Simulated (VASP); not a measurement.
# WSe2 in VASP: single point with r2SCAN

Aim: the single point of WSe2 with r2SCAN.

Everything below comes from runs of VASP 6.6.1. Logs are shortened: lines on timing, memory, paths and dates and some standing lists are left out, and cuts for length are marked.

## (1) The cell of the first run

The cell holds a slab with vacuum, 9 atoms: a = 3.314 Å, b = 3.314 Å, c = 29.800 Å, α = 90.00°, β = 90.00°, γ = 60.00°.

## (2) Single point, r2SCAN

POSCAR reads:

```
WSe2
1.0
   -3.3144241466      0.0000000000      0.0000000000
   -1.6572120733     -2.8703755099      0.0000000000
    0.0000000000      0.0000000000     29.8000909728
W Se
3 6
Direct
    0.6666666667      0.6666666667      0.0000000000
    0.3333333333      0.3333333333      0.7699395294
    0.3333333333      0.3333333333      0.2300604706
    0.3333333333      0.3333333333      0.0557735259
    0.6666666667      0.6666666667      0.8257181867
    0.6666666667      0.6666666667      0.2857987534
    0.3333333333      0.3333333333      0.9442264741
    0.6666666667      0.6666666667      0.7142012466
    0.6666666667      0.6666666667      0.1742818133
```

INCAR.step1 reads:

```
SYSTEM = WSe2
PREC = Accurate
ENCUT = 520
ISMEAR = 0
SIGMA = 0.05
LREAL = .FALSE.
LASPH = .TRUE.
NELM = 80
NBANDS = 49
GGA = PE
ALGO = Normal
EDIFF = 1E-4
LWAVE = .TRUE.
LCHARG = .FALSE.
```

INCAR.step2 reads:

```
SYSTEM = WSe2
PREC = Accurate
ENCUT = 520
EDIFF = 1E-6
ISMEAR = 0
SIGMA = 0.05
LREAL = .FALSE.
LASPH = .TRUE.
NELM = 80
ALGO = Normal
ISIF = 2
LWAVE = .FALSE.
LCHARG = .FALSE.
METAGGA = R2SCAN
LMIXTAU = .TRUE.
NBANDS = 49
ISTART = 1
```

KPOINTS reads:

```
regular mesh
0
G
  9 9 1
  0 0 0
```

Potentials or basis: VASP PAW PBE potentials, release 64 (W_sv, Se).

Run with:

```
> cat potpaw_PBE.64/W_sv/POTCAR potpaw_PBE.64/Se/POTCAR > POTCAR
> cp INCAR.step1 INCAR
> mpirun -np 1 vasp_std > vasp.out
> cp INCAR.step2 INCAR
> mpirun -np 1 vasp_std > vasp.out
```

OUTCAR:

```text
SYSTEM = WSe2
   PREC = Accurate
   ENCUT = 520
   EDIFF = 1E-6
   ISMEAR = 0
   LREAL = .FALSE.
   LASPH = .TRUE.
   NELM = 80
   ISIF = 2
   METAGGA = R2SCAN
   ISTART = 1

 ion  position               nearest neighbor table
   1  0.667  0.667  0.000-   4 2.53   7 2.53   4 2.53   7 2.53   4 2.53   7 2.53
   2  0.333  0.333  0.770-   8 2.53   8 2.53   8 2.53   5 2.53   5 2.53   5 2.53
   3  0.333  0.333  0.230-   6 2.53   6 2.53   6 2.53   9 2.53   9 2.53   9 2.53
   4  0.333  0.333  0.056-   1 2.53   1 2.53   1 2.53
   5  0.667  0.667  0.826-   2 2.53   2 2.53   2 2.53
   6  0.667  0.667  0.286-   3 2.53   3 2.53   3 2.53
   7  0.333  0.333  0.944-   1 2.53   1 2.53   1 2.53
   8  0.667  0.667  0.714-   2 2.53   2 2.53   2 2.53
   9  0.667  0.667  0.174-   3 2.53   3 2.53   3 2.53

  LATTYP: Found a hexagonal cell.
 ALAT       =     3.3144241466
 C/A-ratio  =     8.9910312182

  Lattice vectors:

 A1 = (   1.6572120733,   2.8703755099,   0.0000000000)
 A2 = (  -3.3144241466,   0.0000000000,   0.0000000000)
 A3 = (   0.0000000000,   0.0000000000,  29.8000909728)

Analysis of symmetry for initial positions (statically):
=====================================================================
 Subroutine PRICEL returns:
 Original cell was already a primitive cell.

 Routine SETGRP: Setting up the symmetry group for a
 hexagonal supercell.

 Subroutine GETGRP returns: Found 12 space group operations
 (whereof 12 operations were pure point group operations)
 out of a pool of 24 trial point group operations.

The static configuration has the point symmetry D_3h.

Analysis of symmetry for dynamics (positions and initial velocities):
=====================================================================
 Subroutine PRICEL returns:
 Original cell was already a primitive cell.

 Routine SETGRP: Setting up the symmetry group for a
 hexagonal supercell.

 Subroutine GETGRP returns: Found 12 space group operations
 (whereof 12 operations were pure point group operations)
 out of a pool of 24 trial point group operations.

The dynamic configuration has the point symmetry D_3h.

 Subroutine INISYM returns: Found 12 space group operations
 (whereof 12 operations are pure point group operations),
 and found     1 'primitive' translations

----------------------------------------------------------------------------------------

                                     Primitive cell

  volume of cell :     283.5074

  direct lattice vectors                    reciprocal lattice vectors
    -3.314424147  0.000000000  0.000000000    -0.301711536  0.174193236  0.000000000
    -1.657212073 -2.870375510  0.000000000     0.000000000 -0.348386473  0.000000000
     0.000000000  0.000000000 29.800090973     0.000000000  0.000000000  0.033556945

  length of vectors
     3.314424147  3.314424147 29.800090973     0.348386473  0.348386473  0.033556945

  position of ions in fractional coordinates (direct lattice)
     0.666666667  0.666666667  0.000000000
     0.333333333  0.333333333  0.769939529
     0.333333333  0.333333333  0.230060471
     0.333333333  0.333333333  0.055773526
     0.666666667  0.666666667  0.825718187
     0.666666667  0.666666667  0.285798753
     0.333333333  0.333333333  0.944226474
     0.666666667  0.666666667  0.714201247
     0.666666667  0.666666667  0.174281813

  ion indices of the primitive-cell ions
   primitive index   ion index
                 1           1
                 2           2
                 3           3
                 4           4
                 5           5
                 6           6
                 7           7
                 8           8
                 9           9

----------------------------------------------------------------------------------------

 KPOINTS: regular mesh

Automatic generation of k-mesh.
 Grid dimensions read from file:
 generate k-points for:    9    9    1

 Generating k-lattice:

  Cartesian coordinates                     Fractional coordinates (reciprocal lattice)
    -0.033523504  0.019354804  0.000000000     0.111111111  0.000000000  0.000000000
     0.000000000 -0.038709608  0.000000000     0.000000000  0.111111111  0.000000000
     0.000000000  0.000000000  0.033556945     0.000000000  0.000000000  1.000000000

  Length of vectors
     0.038709608  0.038709608  0.033556945

  Shift w.r.t. Gamma in fractional coordinates (k-lattice)
     0.000000000  0.000000000  0.000000000

 Subroutine IBZKPT returns following result:
 ===========================================

 Found     12 irreducible k-points:

 Following reciprocal coordinates:
            Coordinates               Weight
  0.000000  0.000000  0.000000      1.000000
  0.111111 -0.000000  0.000000      6.000000
  0.222222  0.000000  0.000000      6.000000
  0.333333  0.000000  0.000000      6.000000
  0.444444  0.000000  0.000000      6.000000
  0.222222  0.111111  0.000000      6.000000
  0.333333  0.111111  0.000000     12.000000
  0.444444  0.111111  0.000000     12.000000
 -0.444444  0.111111  0.000000      6.000000
  0.444444  0.222222  0.000000      6.000000
 -0.444444  0.222222  0.000000     12.000000
 -0.333333  0.333333  0.000000      2.000000
   k-points           NKPTS =     12   k-points in BZ     NKDIM =     12   number of bands    NBANDS=     49
   number of dos      NEDOS =    301   number of ions     NIONS =      9
   total plane-waves  NPLWV = 175616
   dimension x,y,z NGX =    28 NGY =   28 NGZ =  224
   dimension x,y,z NGXF=    56 NGYF=   56 NGZF=  448
   ions per type =               3   6
   NGX,Y,Z   is equivalent  to a cutoff of  14.04, 14.04, 12.50 a.u.
   NGXF,Y,Z  is equivalent  to a cutoff of  28.09, 28.09, 24.99 a.u.
 SYSTEM =  WSe2
   PREC   = accura    normal or accurate (medium, high low for compatibility)
   ISTART =      1    job   : 0-new  1-cont  2-samecut
   ICHARG =      0    charge: 1-file 2-atom 10-const
   ISPIN  =      1    spin polarized calculation?
   LNONCOLLINEAR =      F non collinear calculations
   LSORBIT =      F    spin-orbit coupling
   LASPH  =      T    aspherical Exc in radial PAW
   ENCUT  =  520.0 eV  38.22 Ry    6.18 a.u.   6.16  6.16 55.41*2*pi/ulx,y,z
   NELM   =     80;   NELMIN=  2; NELMDL=  0     # of ELM steps
   EDIFF  = 0.1E-05   stopping-criterion for ELM
   LREAL  =      F    real-space projection
   EDIFFG = 0.1E-04   stopping-criterion for IOM
   NSW    =      0    number of steps for IOM
   IBRION =     -1    ionic relax: 0-MD 1-quasi-New 2-CG
   NFREE  =      0    steps in history (QN), initial steepest desc. (CG)
   ISIF   =      2    stress and relaxation
   ISYM   =      2    0-nonsym 1-usesym 2-fastsym
   POTIM  = 0.5000    time-step for ionic-motion
   TEBEG  =    0.0;   TEEND  =   0.0 temperature during run
   PSTRESS=    0.0 pullay stress
   NELECT =      78.0000    total number of electrons
   NUPDOWN=      -1.0000    fix difference up-down
   EMIN   =  10.00;   EMAX   =-10.00  energy-range for DOS
   EFERMI =   0.00;   METHOD = LEGACY
   ISMEAR =     0;   SIGMA  =   0.05  broadening in eV -4-tet -1-fermi 0-gaus
   EFERMI_NEDOS =   21; number of points for ismear=-14 and -15
   IALGO  =     38    algorithm
   IMIX   =      4    mixing-type and parameters
     AMIX     =   0.40;   BMIX     =  1.00
     AMIX_MAG =   1.60;   BMIX_MAG =  1.00
  volume/ion in A,a.u.               =      31.50       212.58
  Fermi-wavevector in a.u.,A,eV,Ry     =   1.064760  2.012104 15.425102  1.133713
  Thomas-Fermi vector in A             =   2.200289
   LORBIT       =      0    0 simple, 1 ext, 2 COOP (PROOUT), +10 PAW based schemes
   METAGGA = R2SCAN    functional components
   LHFCALC =     F    Hartree Fock is set to
   AEXX    =    0.0000 exact exchange contribution
   IVDW    =     0    specifies the selected vdW correction
   LEPSILON=     F    determine dielectric tensor
   LRPA    =     F    only Hartree local field effects (RPA)
 non-spin polarized calculation
 Gauss-broadening in eV      SIGMA  =   0.05
  energy-cutoff  :      520.00
  volume of cell :      283.51
 maximum number of plane-waves:      7692
 NGX is ok and might be reduce to    28
   NGX = 13   NGY = 13   NGZ =111

 number of electron      77.9999987 magnetization

 Free energy of the ion-electron system (eV)
  ---------------------------------------------------
  ext. energy  EPLUGINS =         0.00000000
  ---------------------------------------------------
  free energy    TOTEN  =      -245.34417161 eV

  energy without entropy =     -245.34417161  energy(sigma->0) =     -245.34417161

 E-fermi :   2.3944     XC(G=0):  -7.7135

 val. band max:        1.9345300887   @ k =   0.0000   0.0000   0.0000
 cond. band min:       3.4417263913   @ k =  -0.3333   0.3333   0.0000
 fundamental gap:      1.5071963026
 Fermi energy:         2.3943796834

 k-point     1 :       0.0000    0.0000    0.0000
  band No.  band energies     occupation
      1     -74.2059      2.00000
      2     -74.2047      2.00000
      3     -74.2047      2.00000
      4     -37.7846      2.00000
      5     -37.7831      2.00000
      6     -37.7831      2.00000
[... 41 lines left out ...]
     48       5.0677      0.00000
     49       5.0941      0.00000

 k-point     2 :       0.1111   -0.0000    0.0000
  band No.  band energies     occupation
      1     -74.2047      2.00000
      2     -74.2035      2.00000
      3     -74.2035      2.00000
      4     -37.7793      2.00000
      5     -37.7778      2.00000
      6     -37.7778      2.00000
[... 41 lines left out ...]
     48       4.8725      0.00000
     49       5.1906      0.00000

 k-point     3 :       0.2222    0.0000    0.0000
  band No.  band energies     occupation
      1     -74.2015      2.00000
      2     -74.2003      2.00000
      3     -74.2003      2.00000
      4     -37.7775      2.00000
      5     -37.7764      2.00000
      6     -37.7764      2.00000
[... 457 lines left out ...]
     48       5.3393      0.00000
     49       6.4740      0.00000

 k-point    12 :      -0.3333    0.3333    0.0000
  band No.  band energies     occupation
      1     -74.1939      2.00000
      2     -74.1927      2.00000
      3     -74.1927      2.00000
      4     -37.8541      2.00000
      5     -37.8531      2.00000
      6     -37.8531      2.00000
[... 41 lines left out ...]
     48       5.5002      0.00000
     49       6.9277      0.00000

------------------------ aborting loop because EDIFF is reached ----------------------------------------

  FORCE on cell =-STRESS in cart. coord.  units (eV):
  Direction    XX          YY          ZZ          XY          YZ          ZX
  --------------------------------------------------------------------------------------
  -------------------------------------------------------------------------------------
  Total        0.3785612      0.3785612      0.3854460     -0.0000000      0.0000000      0.0000000
  in kB        2.1393524      2.1393524      2.1782602     -0.0000000      0.0000000      0.0000000
  external PRESSURE =       2.1523217 kB  Pullay stress =       0.0000000 kB

 VOLUME and BASIS-vectors are now :
 -----------------------------------------------------------------------------
  energy-cutoff  :      520.00
  volume of cell :      283.51
      direct lattice vectors                 reciprocal lattice vectors
    -3.314424147  0.000000000  0.000000000    -0.301711536  0.174193236  0.000000000
    -1.657212073 -2.870375510  0.000000000     0.000000000 -0.348386473  0.000000000
     0.000000000  0.000000000 29.800090973     0.000000000  0.000000000  0.033556945

 POSITION                                       TOTAL-FORCE (eV/Angst)
 -----------------------------------------------------------------------------------
     -3.31442     -1.91358      0.00000         0.000000     -0.000000      0.000000
     -1.65721     -0.95679     22.94427         0.000000      0.000000     -0.000544
     -1.65721     -0.95679      6.85582        -0.000000      0.000000      0.000544
     -1.65721     -0.95679      1.66206        -0.000000     -0.000000      0.041091
     -3.31442     -1.91358     24.60648        -0.000000      0.000000      0.040775
     -3.31442     -1.91358      8.51683         0.000000     -0.000000      0.041140
     -1.65721     -0.95679     28.13803        -0.000000     -0.000000     -0.041091
     -3.31442     -1.91358     21.28326         0.000000     -0.000000     -0.041140
     -3.31442     -1.91358      5.19361        -0.000000      0.000000     -0.040775
 -----------------------------------------------------------------------------------
    total drift:                               -0.000001     -0.000001      0.000000

  FREE ENERGIE OF THE ION-ELECTRON SYSTEM (eV)
  ---------------------------------------------------
  free  energy   TOTEN  =      -245.3441716068 eV

  energy  without entropy=     -245.3441716068  energy(sigma->0) =     -245.34417161
```

It took 7.9 min on 1 thread of Intel Xeon 6975P-C (Granite Rapids), shared host; peak memory 0.52 GiB.

What came out:

```yaml
Free_energy: -245.3442 eV
Largest_force: 0.041 eV/Å
Band_gap_on_the_k_mesh: 1.51 eV (least direct gap 1.60 eV)
```

Forces on the atoms (eV/Å):
```
W    0.000  0.000  0.000
W    0.000  0.000 -0.001
W    0.000  0.000  0.001
Se   0.000  0.000  0.041
Se   0.000  0.000  0.041
Se   0.000  0.000  0.041
Se   0.000  0.000 -0.041
Se   0.000  0.000 -0.041
Se   0.000  0.000 -0.041
```

Caveat: there is no dipole correction, which matters where the two faces differ; the PAW data sets were made with another functional, which shifts forces and pressure a little; spin-orbit coupling is left out, which moves the levels of the heavy elements.
